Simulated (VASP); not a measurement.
Runs of VASP 6.6.1 on ScF3. The structure is that of space group Pm-3m (No. 221), or close to it. The cells are those of the table. 

```tsv
task	cell	gap on the mesh (eV)	pressure (GPa)
electric field gradients	a = 4.012, b = 4.012, c = 3.972 Å, 4 atoms	(a)	-1.3
electric field gradients	a = 4.091 Å, 4 atoms	5.89	-7.2
electric field gradients	a = 4.053, b = 4.053, c = 4.012 Å, 4 atoms	6.05	-4.1
electric field gradients	a = 4.013 Å, angles 89.4°, 4 atoms	6.18	(b)
single point	a = 4.091 Å, 4 atoms	5.89	-7.2
```

Alike in all rows: level LDA; potentials or basis VASP PAW LDA potentials, release 64 (Sc_sv, F); no spin polarisation; k mesh 6 × 6 × 6; cutoff (eV) 520; smearing fermi-dirac 0.02 eV.

Q: Estimate the missing entries.

A: (a) 6.20; (b) -2.3.

A k mesh can miss the band edges.
